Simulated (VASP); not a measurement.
Write the native input for VASP 6.6.1 that does the following.

- Task: single point
- Functional: PBE
- Potentials or basis: VASP PAW PBE potentials, release 64 (Nb_sv, Te, S)
- Cutoff: 520 eV
- k mesh: 4 × 4 × 4
- Occupations: gaussian, width 0.1 eV
- Spin: no spin polarisation
- Dipole correction: no
- Further INCAR settings: ALGO = Normal; EDIFF = 1e-07; NBANDS = 30

The structure of Nb2Te2S lies in POSCAR:

```
Nb2Te2S
1.0
    2.7687738600     -4.1166844900      0.0000000000
    2.7687738600      4.1166844900      0.0000000000
    0.0000000000      0.0000000000      5.5944644800
Nb Te S
2 2 1
Direct
    0.7734916000      0.7734916000      0.0000000000
    0.2265084000      0.2265084000      0.0000000000
    0.0000000000      0.5000000000      0.0000000000
    0.5000000000      0.0000000000      0.0000000000
    0.0000000000      0.0000000000      0.5000000000
```

These files were run (other wordings do the same):

INCAR

```
SYSTEM = Nb2Te2S
PREC = Accurate ; ENCUT = 520
EDIFF = 1E-7 ; ISMEAR = 0
SIGMA = 0.1 ; LREAL = .FALSE.
LASPH = .TRUE. ; NELM = 100
ALGO = Normal ; ISIF = 2
LWAVE = .FALSE. ; LCHARG = .TRUE.
GGA = PE ; LELF = .TRUE.
LVHAR = .TRUE. ; NBANDS = 30
```

KPOINTS

```
Automatic mesh
0
G
  4 4 4
  0 0 0
```

Potentials or basis: VASP PAW PBE potentials, release 64 (Nb_sv, Te, S).

The run is started by

```sh
$ cat potpaw_PBE.64/Nb_sv/POTCAR potpaw_PBE.64/Te/POTCAR potpaw_PBE.64/S/POTCAR > POTCAR
$ mpirun -np 1 vasp_std > vasp.out
```

It gave:

```yaml
Pressure: 68.1 GPa
Largest_force: 1.573 eV/Å
Band_gap_on_the_k_mesh: zero (band 22 reaches 6.82 eV, above the bottom of band 23 at 6.38 eV)
```

Caveat: spin-orbit coupling is left out, which moves the levels of the heavy elements; forces of over 1 eV/Å act on the atoms, so gaps and moduli don't describe the material at rest.

It took 66 s on 1 thread of Intel(R) Xeon(R) Platinum 8488C (Sapphire Rapids), on a shared host, peak memory 0.28 GiB.
